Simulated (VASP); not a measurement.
# Ir (I4/mmm) in VASP: single point with PBEsol

Aim: the single point of Ir with PBEsol.

Program: VASP 6.6.1. These are calculated values, not measurements. Logs are shortened: lines on timing, memory, paths and dates and some standing lists are left out, and cuts for length are marked.

## Step 1: The cell of the first run

The structure is tetragonal, space group I4/mmm (No. 139). Conventional cell: a = 2.752 Å, b = 2.752 Å, c = 3.736 Å, α = 90.00°, β = 90.00°, γ = 90.00°. Ir (site symmetry 4/mmm) has 18 Ir at 2.70 to 3.89 Å within 3.9 Å.

## Step 2: Single point, PBEsol

Input file INCAR:

```
SYSTEM = Ir
PREC     = Accurate       ! precision mode
ENCUT    = 560            ! plane-wave cutoff, eV
EDIFF    = 1E-6           ! SCF threshold, eV
ISMEAR   = 0              ! smearing method
SIGMA    = 0.15           ! smearing width, eV
LREAL    = .False.        ! projectors in reciprocal space
LASPH    = .True.         ! aspherical terms in the spheres
NELM     = 120            ! most SCF steps
ALGO     = Normal         ! electronic algorithm
ISIF     = 2              ! what is computed and relaxed
LWAVE    = .False.        ! write WAVECAR
LCHARG   = .False.        ! write CHGCAR
GGA      = PS             ! functional
NBANDS   = 14             ! bands
GGA_COMPAT= .False.
```

Input file KPOINTS:

```
regular mesh
0
Gamma
  24 24 24
  0 0 0
```

Input file POSCAR:

```
Ir
1.0
    0.0000000000      1.9460005285      1.8681605073
    1.9460005285      0.0000000000      1.8681605073
    1.9460005285      1.9460005285      0.0000000000
Ir
1
Direct
    0.0000000000      0.0000000000      0.0000000000
```

Potentials or basis: VASP PAW PBE potentials, release 64 (Ir_sv_GW).

On the command line:

```console
$ cat potpaw_PBE.64/Ir_sv_GW/POTCAR > POTCAR
$ mpirun -np 1 vasp_std > vasp.out
```

OUTCAR:

```text
SYSTEM = Ir
   PREC = Accurate
   ENCUT = 560
   EDIFF = 1E-6
   ISMEAR = 0
   LREAL = .False.
   LASPH = .True.
   NELM = 120
   ISIF = 2
   GGA = PS

 ion  position               nearest neighbor table
   1  0.000  0.000  0.000-

  LATTYP: Found a body centered tetragonal cell.
 ALAT       =     2.7520603398
 C/A-ratio  =     1.3576450198

  Lattice vectors:

 A1 = (   0.0000000000,  -1.9460005285,  -1.8681605073)
 A2 = (   0.0000000000,   1.9460005285,  -1.8681605073)
 A3 = (   1.9460005285,   0.0000000000,   1.8681605073)

Analysis of symmetry for initial positions (statically):
=====================================================================
 Subroutine PRICEL returns:
 Original cell was already a primitive cell.

 Routine SETGRP: Setting up the symmetry group for a
 body centered tetragonal supercell.

 Subroutine GETGRP returns: Found 16 space group operations
 (whereof 16 operations were pure point group operations)
 out of a pool of 16 trial point group operations.

The static configuration has the point symmetry D_4h.

Analysis of symmetry for dynamics (positions and initial velocities):
=====================================================================
 Subroutine PRICEL returns:
 Original cell was already a primitive cell.

 Routine SETGRP: Setting up the symmetry group for a
 body centered tetragonal supercell.

 Subroutine GETGRP returns: Found 16 space group operations
 (whereof 16 operations were pure point group operations)
 out of a pool of 16 trial point group operations.

The dynamic configuration has the point symmetry D_4h.

 Subroutine INISYM returns: Found 16 space group operations
 (whereof 16 operations are pure point group operations),
 and found     1 'primitive' translations

----------------------------------------------------------------------------------------

                                     Primitive cell

  volume of cell :      14.1491

  direct lattice vectors                    reciprocal lattice vectors
     0.000000000  1.946000528  1.868160507    -0.256937238  0.256937238  0.267642956
     1.946000528  0.000000000  1.868160507     0.256937238 -0.256937238  0.267642956
     1.946000528  1.946000528  0.000000000     0.256937238  0.256937238 -0.267642956

  length of vectors
     2.697580719  2.697580719  2.752060340     0.451293962  0.451293962  0.451293962

  position of ions in fractional coordinates (direct lattice)
     0.000000000  0.000000000  0.000000000

[... 84 lines left out ...]
   TEBEG  =    0.0;   TEEND  =   0.0 temperature during run
   PSTRESS=    0.0 pullay stress
   NELECT =      17.0000    total number of electrons
   NUPDOWN=      -1.0000    fix difference up-down
   EMIN   =  10.00;   EMAX   =-10.00  energy-range for DOS
   EFERMI =   0.00;   METHOD = LEGACY
   ISMEAR =     0;   SIGMA  =   0.15  broadening in eV -4-tet -1-fermi 0-gaus
   EFERMI_NEDOS =   21; number of points for ismear=-14 and -15
   IALGO  =     38    algorithm
   IMIX   =      4    mixing-type and parameters
     AMIX     =   0.40;   BMIX     =  1.00
     AMIX_MAG =   1.60;   BMIX_MAG =  1.00
  volume/ion in A,a.u.               =      14.15        95.48
  Fermi-wavevector in a.u.,A,eV,Ry     =   1.740395  3.288869 41.211694  3.028974
  Thomas-Fermi vector in A             =   2.813052
   LORBIT       =      0    0 simple, 1 ext, 2 COOP (PROOUT), +10 PAW based schemes
   GGA     = PS    functional components
   LHFCALC =     F    Hartree Fock is set to
   AEXX    =    0.0000 exact exchange contribution
   IVDW    =     0    specifies the selected vdW correction
   LEPSILON=     F    determine dielectric tensor
   LRPA    =     F    only Hartree local field effects (RPA)
 non-spin polarized calculation
 Gauss-broadening in eV      SIGMA  =   0.15
  energy-cutoff  :      560.00
  volume of cell :       14.15
 maximum number of plane-waves:       443
 NGX is ok and might be reduce to    24
   NGX = 11   NGY = 11   NGZ = 11

 number of electron      17.0000000 magnetization

 Free energy of the ion-electron system (eV)
  ---------------------------------------------------
  ext. energy  EPLUGINS =         0.00000000
  ---------------------------------------------------
  free energy    TOTEN  =       -10.38433821 eV

  energy without entropy =      -10.37367787  energy(sigma->0) =      -10.37900804

 E-fermi :  12.7278     XC(G=0): -14.7043

 val. band max:       12.7235339197   @ k =   0.4167   0.0417   0.1250
 cond. band min:      12.7293231496   @ k =   0.4583   0.0833   0.2500
 fundamental gap:      0.0057892299
 Fermi energy:        12.7278406805

 k-point     1 :       0.0000    0.0000    0.0000
  band No.  band energies     occupation
      1     -80.2887      2.00000
      2     -36.6839      2.00000
      3     -36.6839      2.00000
      4     -36.6462      2.00000
      5       1.5609      2.00000
      6       8.6782      2.00000
      7       8.6782      2.00000
      8       9.1953      2.00000
      9      11.1928      2.00000
     10      11.8806      2.00000
     11      26.3501      0.00000
     12      31.3937      0.00000
     13      31.3937      0.00000
     14      32.7303      0.00000
[... 377 lines left out ...]
      1     -80.2242      2.00000
      2     -37.4344      2.00000
      3     -36.8206      2.00000
      4     -36.7511      2.00000
      5       4.6767      2.00000
      6       8.5624      2.00000
      7       9.0036      2.00000
      8      11.1091      2.00000
      9      13.6190      0.00000
     10      13.7367      0.00000
     11      20.5965      0.00000
     12      26.2827      0.00000
     13      31.5886      0.00000
     14      32.5736      0.00000

 [... further k-points ...]

------------------------ aborting loop because EDIFF is reached ----------------------------------------

  FORCE on cell =-STRESS in cart. coord.  units (eV):
  Direction    XX          YY          ZZ          XY          YZ          ZX
  --------------------------------------------------------------------------------------
  -------------------------------------------------------------------------------------
  Total       -0.8119053     -0.8119053      0.5232175      0.0000000      0.0000000     -0.0000000
  in kB      -91.9360547    -91.9360547     59.2465073      0.0000000      0.0000000     -0.0000000
  external PRESSURE =     -41.5418673 kB  Pullay stress =       0.0000000 kB

 VOLUME and BASIS-vectors are now :
 -----------------------------------------------------------------------------
  energy-cutoff  :      560.00
  volume of cell :       14.15
      direct lattice vectors                 reciprocal lattice vectors
     0.000000000  1.946000528  1.868160507    -0.256937238  0.256937238  0.267642956
     1.946000528  0.000000000  1.868160507     0.256937238 -0.256937238  0.267642956
     1.946000528  1.946000528  0.000000000     0.256937238  0.256937238 -0.267642956

 POSITION                                       TOTAL-FORCE (eV/Angst)
 -----------------------------------------------------------------------------------
      0.00000      0.00000      0.00000        -0.000000      0.000000      0.000000
 -----------------------------------------------------------------------------------
    total drift:                               -0.000000      0.000000      0.000000

  FREE ENERGIE OF THE ION-ELECTRON SYSTEM (eV)
  ---------------------------------------------------
  free  energy   TOTEN  =       -10.3843382080 eV

  energy  without entropy=      -10.3736778681  energy(sigma->0) =      -10.37900804
```

Run time: 2.2 min. Hardware: 1 thread of AMD EPYC 9R45 (Zen 5), shared host; peak memory 0.33 GiB.

Results:

```
Free energy            : -10.3843 eV
Pressure               : -4.2 GPa
Band gap on the k mesh : zero (an odd number of electrons rules out a gap without spin polarisation)
```

Stress tensor (GPa, compression positive):
```
-9.19  0.00  0.00
 0.00 -9.19  0.00
 0.00  0.00  5.92
```

Caveat: the stress differs along the axes, from -9 to 6 GPa; the PAW data sets were made with another functional, which shifts forces and pressure a little; spin-orbit coupling is left out, which moves the levels of the heavy elements.
